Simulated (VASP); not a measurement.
# Fe (P6_3/mmc) in VASP: notebook

The runs below take Fe through single point, with PBE.

All numbers are computed with VASP 6.6.1; they aren't measurements. Logs are shortened: lines on timing, memory, paths and dates and some standing lists are left out, and cuts for length are marked.

## 1. The cell of the first run

The structure is hexagonal, space group P6_3/mmc (No. 194). The conventional cell has a = 2.434 Å, b = 2.434 Å, c = 3.842 Å, α = 90.00°, β = 90.00°, γ = 120.00°. Within 3.1 Å of Fe (site symmetry -6m2) lie 12 Fe at 2.38 to 2.43 Å.

## 2. Single point, PBE, collinear spin, zero start

Input file INCAR:

```
SYSTEM = Fe
PREC = Accurate
ENCUT = 520
EDIFF = 1E-6
ISMEAR = -1
SIGMA = 0.05
LREAL = .False.
LASPH = .True.
NELM = 150
ALGO = Normal
ISIF = 2
LWAVE = .False.
LCHARG = .True.
ISPIN = 2
MAGMOM = 0 0
LORBIT = 11
NUPDOWN = 0.0
LMAXMIX = 4
GGA = PE
LELF = .True.
LVHAR = .True.
NBANDS = 19
```

Input file KPOINTS:

```
Automatic mesh
0
Gamma
  10 10 6
  0 0 0
```

Input file POSCAR:

```
Fe
1.0
    2.4341575853      0.0000000000      0.0000000000
   -1.2170787927      2.1080423057      0.0000000000
    0.0000000000      0.0000000000      3.8419344700
Fe
2
Direct
    0.6666666667      0.3333333333      0.7500000000
    0.3333333333      0.6666666667      0.2500000000
```

Potentials or basis: VASP PAW PBE potentials, release 64 (Fe).

Run with:

```console
cat potpaw_PBE.64/Fe/POTCAR > POTCAR
mpirun -np 1 vasp_std > vasp.out
```

OUTCAR:

```text
SYSTEM = Fe
   PREC = Accurate
   ENCUT = 520
   EDIFF = 1E-6
   ISMEAR = -1
   LREAL = .False.
   LASPH = .True.
   NELM = 150
   ISIF = 2
   ISPIN = 2
   LORBIT = 11
   NUPDOWN = 0.0
   GGA = PE

 ion  position               nearest neighbor table
   1  0.667  0.333  0.750-   2 2.38   2 2.38   2 2.38   2 2.38   2 2.38   2 2.38
   2  0.333  0.667  0.250-   1 2.38   1 2.38   1 2.38   1 2.38   1 2.38   1 2.38

  LATTYP: Found a hexagonal cell.
 ALAT       =     2.4341575853
 C/A-ratio  =     1.5783425417

  Lattice vectors:

 A1 = (   2.4341575853,   0.0000000000,   0.0000000000)
 A2 = (  -1.2170787927,   2.1080423057,   0.0000000000)
 A3 = (   0.0000000000,   0.0000000000,   3.8419344700)

Analysis of symmetry for initial positions (statically):
=====================================================================
 Subroutine PRICEL returns:
 Original cell was already a primitive cell.

 Routine SETGRP: Setting up the symmetry group for a
 hexagonal supercell.

 Subroutine GETGRP returns: Found 24 space group operations
 (whereof 12 operations were pure point group operations)
 out of a pool of 24 trial point group operations.

The static configuration has the point symmetry D_3d.
 The point group associated with its full space group is D_6h.

Analysis of symmetry for dynamics (positions and initial velocities):
=====================================================================
 Subroutine PRICEL returns:
 Original cell was already a primitive cell.

 Routine SETGRP: Setting up the symmetry group for a
 hexagonal supercell.

 Subroutine GETGRP returns: Found 24 space group operations
 (whereof 12 operations were pure point group operations)
 out of a pool of 24 trial point group operations.

The dynamic configuration has the point symmetry D_3d.
 The point group associated with its full space group is D_6h.

Analysis of structural, dynamic, and magnetic symmetry:
=====================================================================
 Subroutine PRICEL returns:
 Original cell was already a primitive cell.

 Routine SETGRP: Setting up the symmetry group for a
 hexagonal supercell.

 Subroutine GETGRP returns: Found 24 space group operations
 (whereof 12 operations were pure point group operations)
 out of a pool of 24 trial point group operations.

The overall configuration has the point symmetry D_3d.
 The point group associated with its full space group is D_6h.

 Subroutine INISYM returns: Found 24 space group operations
 (whereof 12 operations are pure point group operations),
 and found     1 'primitive' translations

----------------------------------------------------------------------------------------

                                     Primitive cell

  volume of cell :      19.7141

  direct lattice vectors                    reciprocal lattice vectors
     2.434157585  0.000000000  0.000000000     0.410819746  0.237186891  0.000000000
    -1.217078793  2.108042306  0.000000000     0.000000000  0.474373781  0.000000000
     0.000000000  0.000000000  3.841934470     0.000000000  0.000000000  0.260285543

  length of vectors
     2.434157585  2.434157585  3.841934470     0.474373781  0.474373781  0.260285543

  position of ions in fractional coordinates (direct lattice)
     0.666666667  0.333333333  0.750000000
     0.333333333  0.666666667  0.250000000

  ion indices of the primitive-cell ions
   primitive index   ion index
                 1           1
                 2           2

----------------------------------------------------------------------------------------

 KPOINTS: Automatic mesh

Automatic generation of k-mesh.
 Grid dimensions read from file:
 generate k-points for:   10   10    6

 Generating k-lattice:

  Cartesian coordinates                     Fractional coordinates (reciprocal lattice)
     0.041081975  0.023718689  0.000000000     0.100000000  0.000000000  0.000000000
     0.000000000  0.047437378  0.000000000     0.000000000  0.100000000  0.000000000
     0.000000000  0.000000000  0.043380924     0.000000000  0.000000000  0.166666667

  Length of vectors
     0.047437378  0.047437378  0.043380924

  Shift w.r.t. Gamma in fractional coordinates (k-lattice)
     0.000000000  0.000000000  0.000000000

 Subroutine IBZKPT returns following result:
 ===========================================

 Found     56 irreducible k-points:

 Following reciprocal coordinates:
            Coordinates               Weight
  0.000000  0.000000  0.000000      1.000000
  0.100000 -0.000000  0.000000      6.000000
  0.200000 -0.000000  0.000000      6.000000
  0.300000  0.000000  0.000000      6.000000
  0.400000  0.000000  0.000000      6.000000
  0.500000  0.000000  0.000000      3.000000
[... 16 lines left out ...]
  0.300000  0.100000  0.166667     24.000000
  0.400000  0.100000  0.166667     24.000000
 [... further k-points ...]
   k-points           NKPTS =     56   k-points in BZ     NKDIM =     56   number of bands    NBANDS=     19
   number of dos      NEDOS =    301   number of ions     NIONS =      2
   total plane-waves  NPLWV =   9720
   dimension x,y,z NGX =    18 NGY =   18 NGZ =   30
   dimension x,y,z NGXF=    36 NGYF=   36 NGZF=   60
   ions per type =               2
   NGX,Y,Z   is equivalent  to a cutoff of  12.29, 12.29, 12.98 a.u.
   NGXF,Y,Z  is equivalent  to a cutoff of  24.59, 24.59, 25.96 a.u.
 SYSTEM =  Fe
   PREC   = accura    normal or accurate (medium, high low for compatibility)
   ISTART =      0    job   : 0-new  1-cont  2-samecut
   ICHARG =      2    charge: 1-file 2-atom 10-const
   ISPIN  =      2    spin polarized calculation?
   LNONCOLLINEAR =      F non collinear calculations
   LSORBIT =      F    spin-orbit coupling
   LASPH  =      T    aspherical Exc in radial PAW
   ENCUT  =  520.0 eV  38.22 Ry    6.18 a.u.   4.53  4.53  7.14*2*pi/ulx,y,z
   NELM   =    150;   NELMIN=  2; NELMDL= -5     # of ELM steps
   EDIFF  = 0.1E-05   stopping-criterion for ELM
   LREAL  =      F    real-space projection
   EDIFFG = 0.1E-04   stopping-criterion for IOM
   NSW    =      0    number of steps for IOM
   IBRION =     -1    ionic relax: 0-MD 1-quasi-New 2-CG
   NFREE  =      0    steps in history (QN), initial steepest desc. (CG)
   ISIF   =      2    stress and relaxation
   ISYM   =      2    0-nonsym 1-usesym 2-fastsym
   POTIM  = 0.5000    time-step for ionic-motion
   TEBEG  =    0.0;   TEEND  =   0.0 temperature during run
   PSTRESS=    0.0 pullay stress
   NELECT =      16.0000    total number of electrons
   NUPDOWN=       0.0000    fix difference up-down
   EMIN   =  10.00;   EMAX   =-10.00  energy-range for DOS
   EFERMI =   0.00;   METHOD = LEGACY
   ISMEAR =    -1;   SIGMA  =   0.05  broadening in eV -4-tet -1-fermi 0-gaus
   EFERMI_NEDOS =   21; number of points for ismear=-14 and -15
   IALGO  =     38    algorithm
   IMIX   =      4    mixing-type and parameters
     AMIX     =   0.40;   BMIX     =  1.00
     AMIX_MAG =   1.60;   BMIX_MAG =  1.00
  volume/ion in A,a.u.               =       9.86        66.52
  Fermi-wavevector in a.u.,A,eV,Ry     =   1.527058  2.885721 31.727505  2.331906
  Thomas-Fermi vector in A             =   2.635006
   LORBIT       =     11    0 simple, 1 ext, 2 COOP (PROOUT), +10 PAW based schemes
   GGA     = PE    functional components
   LHFCALC =     F    Hartree Fock is set to
   AEXX    =    0.0000 exact exchange contribution
   IVDW    =     0    specifies the selected vdW correction
   LEPSILON=     F    determine dielectric tensor
   LRPA    =     F    only Hartree local field effects (RPA)
 spin polarized calculation
  energy-cutoff  :      520.00
  volume of cell :       19.71
 maximum number of plane-waves:       546
   NGX =  9   NGY =  9   NGZ = 15

 number of electron      16.0000009 magnetization      -0.0000000

 number of electron      16.0000009 magnetization       0.0000000

 Free energy of the ion-electron system (eV)
  ---------------------------------------------------
  ext. energy  EPLUGINS =         0.00000000
  ---------------------------------------------------
  free energy    TOTEN  =       -16.28743752 eV

  energy without entropy =      -16.26408883  energy(sigma->0) =      -16.27576317

 E-fermi :   7.3079     XC(G=0): -13.9865

 val. band max:        7.2291796280   @ k =   0.3000   0.0000   0.1667
 cond. band min:       7.3106520723   @ k =   0.1000   0.1000   0.3333
 fundamental gap:      0.0814724443
 Fermi energy:         7.3078726442

 spin component 1

 k-point     1 :       0.0000    0.0000    0.0000
  band No.  band energies     occupation
      1      -1.8177      1.00000
      2       2.1581      1.00000
      3       5.5656      1.00000
      4       5.5656      1.00000
      5       5.7065      1.00000
      6       6.0589      1.00000
[... 11 lines left out ...]
     18      34.1712      0.00000
     19      34.9593      0.00000

 k-point     2 :       0.1000   -0.0000    0.0000
  band No.  band energies     occupation
      1      -1.4391      1.00000
      2       2.3996      1.00000
      3       5.1747      1.00000
      4       5.7821      1.00000
      5       5.9248      1.00000
      6       5.9995      1.00000
[... 11 lines left out ...]
     18      34.5944      0.00000
     19      35.0927      0.00000

 k-point     3 :       0.2000   -0.0000    0.0000
  band No.  band energies     occupation
      1      -0.3774      1.00000
      2       2.9262      1.00000
      3       4.6727      1.00000
      4       4.7566      1.00000
      5       5.7057      1.00000
      6       5.9277      1.00000
[... 434 lines left out ...]
      1       2.0152      1.00000
      2       3.1994      1.00000
      3       3.4708      1.00000
      4       4.3526      1.00000
      5       5.3518      1.00000
      6       5.8184      1.00000
[... 11 lines left out ...]
     18      29.4976      0.00000
     19      34.5447      0.00000

 k-point    24 :       0.4000    0.1000    0.1667
  band No.  band energies     occupation
      1       2.4182      1.00000
      2       2.8709      1.00000
      3       3.6251      1.00000
      4       4.2657      1.00000
      5       5.2568      1.00000
      6       6.1658      1.00000
[... 11 lines left out ...]
     18      28.3234      0.00000
     19      33.6226      0.00000

 [... further k-points ...]

 spin component 2

 k-point     1 :       0.0000    0.0000    0.0000
  band No.  band energies     occupation
      1      -1.8177      1.00000
      2       2.1581      1.00000
      3       5.5656      1.00000
      4       5.5656      1.00000
      5       5.7065      1.00000
      6       6.0589      1.00000
[... 11 lines left out ...]
     18      34.1712      0.00000
     19      34.9593      0.00000

 k-point     2 :       0.1000   -0.0000    0.0000
  band No.  band energies     occupation
      1      -1.4391      1.00000
      2       2.3996      1.00000
      3       5.1747      1.00000
      4       5.7821      1.00000
      5       5.9248      1.00000
      6       5.9995      1.00000
[... 11 lines left out ...]
     18      34.5943      0.00000
     19      35.0927      0.00000

 k-point     3 :       0.2000   -0.0000    0.0000
  band No.  band energies     occupation
      1      -0.3774      1.00000
      2       2.9263      1.00000
      3       4.6727      1.00000
      4       4.7566      1.00000
      5       5.7057      1.00000
      6       5.9277      1.00000
[... 434 lines left out ...]
      1       2.0152      1.00000
      2       3.1994      1.00000
      3       3.4708      1.00000
      4       4.3526      1.00000
      5       5.3518      1.00000
      6       5.8184      1.00000
[... 11 lines left out ...]
     18      29.4976      0.00000
     19      34.5447      0.00000

 k-point    24 :       0.4000    0.1000    0.1667
  band No.  band energies     occupation
      1       2.4182      1.00000
      2       2.8709      1.00000
      3       3.6251      1.00000
      4       4.2657      1.00000
      5       5.2567      1.00000
      6       6.1658      1.00000
[... 11 lines left out ...]
     18      28.3234      0.00000
     19      33.6227      0.00000

 [... further k-points ...]

------------------------ aborting loop because EDIFF is reached ----------------------------------------

  FORCE on cell =-STRESS in cart. coord.  units (eV):
  Direction    XX          YY          ZZ          XY          YZ          ZX
  --------------------------------------------------------------------------------------
  -------------------------------------------------------------------------------------
  Total        1.2942830      1.2942830      1.1640289     -0.0000000     -0.0000000      0.0000000
  in kB      105.1869488    105.1869488     94.6011437     -0.0000000     -0.0000000      0.0000000
  external PRESSURE =     101.6583471 kB  Pullay stress =       0.0000000 kB

 VOLUME and BASIS-vectors are now :
 -----------------------------------------------------------------------------
  energy-cutoff  :      520.00
  volume of cell :       19.71
      direct lattice vectors                 reciprocal lattice vectors
     2.434157585  0.000000000  0.000000000     0.410819746  0.237186891  0.000000000
    -1.217078793  2.108042306  0.000000000     0.000000000  0.474373781  0.000000000
     0.000000000  0.000000000  3.841934470     0.000000000  0.000000000  0.260285543

 POSITION                                       TOTAL-FORCE (eV/Angst)
 -----------------------------------------------------------------------------------
      1.21708      0.70268      2.88145         0.000000     -0.000000      0.000000
     -0.00000      1.40536      0.96048        -0.000000      0.000000      0.000000
 -----------------------------------------------------------------------------------
    total drift:                                0.000000     -0.000000     -0.000000

  FREE ENERGIE OF THE ION-ELECTRON SYSTEM (eV)
  ---------------------------------------------------
  free  energy   TOTEN  =       -16.2874375153 eV

  energy  without entropy=      -16.2640888309  energy(sigma->0) =      -16.27576317

 total charge

# of ion       s       p       d       tot
------------------------------------------
    1        0.552   0.671   6.376   7.599
    2        0.552   0.671   6.376   7.599
--------------------------------------------------
tot          1.105   1.342  12.752  15.198

 magnetization (x)

# of ion       s       p       d       tot
------------------------------------------
    1        0.000   0.000  -0.000  -0.000
    2        0.000   0.000  -0.000  -0.000
--------------------------------------------------
tot          0.000   0.000  -0.000  -0.000
```

It took 15 s on 1 thread of Intel Xeon 6975P-C (Granite Rapids), shared host; peak memory 0.15 GiB.

Results:

| Item | Value |
| --- | --- |
| Free energy | -16.2874 eV |
| Pressure | 10.2 GPa |
| Net moment | 0.00 μB per cell |
| Valence electrons inside the program's atomic spheres | Fe 7.60 |

Stress tensor (GPa, compression positive):
```
10.52  0.00  0.00
 0.00 10.52  0.00
 0.00  0.00  9.46
```

Caveat: the total moment is fixed, so each spin has its own Fermi level.

(Part 1 of 2 ends here.)
